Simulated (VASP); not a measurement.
SiO2: single point with RPBE

SiO2:

```
CELL_PARAMETERS angstrom
-2.86151 2.86151 5.68617
2.86151 -2.86151 5.68617
2.86151 2.86151 -5.68617
ATOMIC_POSITIONS crystal
Si 0.87500 0.26228 0.88728
Si 0.01228 0.62500 0.88728
Si 0.73772 0.12500 0.11272
Si 0.37500 0.98772 0.11272
O 0.63295 0.13295 0.50000
O 0.46931 0.96931 0.93863
O 0.03069 0.53069 0.06137
O 0.11705 0.11705 0.00000
O 0.88295 0.88295 0.00000
O 0.86705 0.36705 0.50000
O 0.28069 0.71931 0.00000
O 0.71931 0.28069 0.00000
```

```
Program                : VASP 6.6.1
Task                   : single point
Functional             : RPBE
Potentials or basis    : VASP PAW PBE potentials, release 64 (Si, O)
Cutoff                 : 520 eV
k mesh                 : 7 × 7 × 7
Occupations            : fermi-dirac, width 0.05 eV
Spin                   : no spin polarisation
Dipole correction      : no
Further INCAR settings : ALGO = Normal; EDIFF = 1e-06; NBANDS = 44
```

| Item | Value |
| --- | --- |
| Pressure | -0.3 GPa |
| Largest force | 0.036 eV/Å |
| Band gap on the k mesh | 4.89 eV, direct |

Forces on the atoms (eV/Å):
```
Si   0.004  0.000  0.000
Si   0.000  0.004  0.000
Si   0.000 -0.004  0.000
Si  -0.004  0.000  0.000
O    0.000  0.000 -0.009
O    0.025  0.025  0.000
O   -0.025 -0.025  0.000
O    0.000  0.000  0.009
O    0.000  0.000 -0.009
O    0.000  0.000  0.009
O    0.025 -0.025  0.000
O   -0.025  0.025  0.000
```

Stress tensor (GPa, compression positive):
```
-0.33  0.00  0.00
 0.00 -0.33  0.00
 0.00  0.00 -0.12
```

Levels at points of the mesh, in eV from the valence-band top:
```tsv
k point	band 28	band 29	band 30	band 31	band 32	band 33	band 34	band 35	band 36	band 37
(0.00, 0.00, 0.00)	-1.40	-0.64	-0.64	-0.23	0.00	4.89	7.16	7.30	8.96	8.96
```

It took 5.5 min on 1 thread of AMD EPYC 7R13 Processor (Zen 3), on a shared host, peak memory 0.49 GiB.

Caveat: the PAW data sets were made with another functional, which shifts forces and pressure a little. A k mesh can miss the band edges.
